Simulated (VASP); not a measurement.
Set up this calculation in VASP 6.6.1, as the native input.

```yaml
Task: single point
Functional: PBEsol
Potentials_or_basis: VASP PAW PBE potentials, release 64 (Ba_sv)
Cutoff: 520 eV
k_mesh: 7 × 7 × 7
Occupations: fermi-dirac, width 0.05 eV
Spin: no spin polarisation
Dipole_correction: no
Further_INCAR_settings: ALGO = Fast; EDIFF = 1e-06; NBANDS = 11
```

The structure of Ba lies in POSCAR:

```
Ba
1.0
    0.0000000000      2.8904491903      2.8904491903
    2.8904491903      0.0000000000      2.8904491903
    2.8904491903      2.8904491903      0.0000000000
Ba
1
Direct
    0.0000000000      0.0000000000      0.0000000000
```

One way to write it, as run:

INCAR

```
PREC     = Accurate       # precision mode
ENCUT    = 520            # plane-wave cutoff, eV
EDIFF    = 1E-6           # SCF threshold, eV
ISMEAR   = -1             # smearing method
SIGMA    = 0.05           # smearing width, eV
LREAL    = F              # projectors in reciprocal space
LASPH    = T              # aspherical terms in the spheres
NELM     = 100            # most SCF steps
ALGO     = Fast           # electronic algorithm
ISIF     = 2              # what is computed and relaxed
LWAVE    = F              # write WAVECAR
LCHARG   = F              # write CHGCAR
GGA      = PS             # functional
NBANDS   = 11             # bands
```

KPOINTS

```
regular mesh
0
Gamma
  7 7 7
```

Potentials or basis: VASP PAW PBE potentials, release 64 (Ba_sv).

Command:

```bash
$ cat potpaw_PBE.64/Ba_sv/POTCAR > POTCAR
$ mpirun -np 1 vasp_std > vasp.out
```

It gave:

```
Pressure               : 2.2 GPa
Band gap on the k mesh : zero (band 5 reaches 2.66 eV, above the bottom of band 6 at 2.11 eV)
```

Caveat: the PAW data sets were made with another functional, which shifts forces and pressure a little; spin-orbit coupling is left out, which moves the levels of the heavy elements.

It took 8.1 s on 1 thread of Intel(R) Xeon(R) 6975P-C (Granite Rapids), with other jobs on the host, peak memory 0.16 GiB.
